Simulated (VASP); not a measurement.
A run of VASP 6.6.1 is set up as follows.

Contents of INCAR:

```
PREC     = Accurate       # precision mode
ENCUT    = 520            # plane-wave cutoff, eV
EDIFF    = 1E-8           # SCF threshold, eV
ISMEAR   = -1             # smearing method
SIGMA    = 0.02           # smearing width, eV
LREAL    = F              # projectors in reciprocal space
LASPH    = T              # aspherical terms in the spheres
NELM     = 80             # most SCF steps
ALGO     = Normal         # electronic algorithm
ISIF     = 2              # what is computed and relaxed
LWAVE    = F              # write WAVECAR
LCHARG   = F              # write CHGCAR
GGA      = CA             # functional
LEFG     = T            
NBANDS   = 15             # bands
```

Contents of KPOINTS:

```
regular mesh
0
Gamma
  8 8 8
```

POSCAR

```
SrO
1.0
   -0.0513960000      2.5441020000      2.5441020000
    2.5441020000     -0.0513960000      2.5441020000
    2.5441020000      2.5441020000     -0.0513960000
Sr O
1 1
Direct
    0.0000000000      0.0000000000      0.0000000000
    0.5000000000      0.5000000000      0.5000000000
```

Potentials or basis: VASP PAW LDA potentials, release 64 (Sr_sv, O).

The run is started by

```sh
$ cat potpaw_LDA.64/Sr_sv/POTCAR potpaw_LDA.64/O/POTCAR > POTCAR
$ mpirun -np 1 vasp_std > vasp.out
```

(1) Estimate the pressure.

(2) What does it give for the band gap on the k mesh?

Results:

(1) -3.5 GPa.

(2) 3.05 eV, indirect (least direct gap 3.15 eV).

Caveat: the cell differs from its parent crystal (equal xy, yz and zx shear strains of -2 %); without QUAD_EFG the Cq values of the log hold for a quadrupole moment of 1 mb, not for the nuclei.
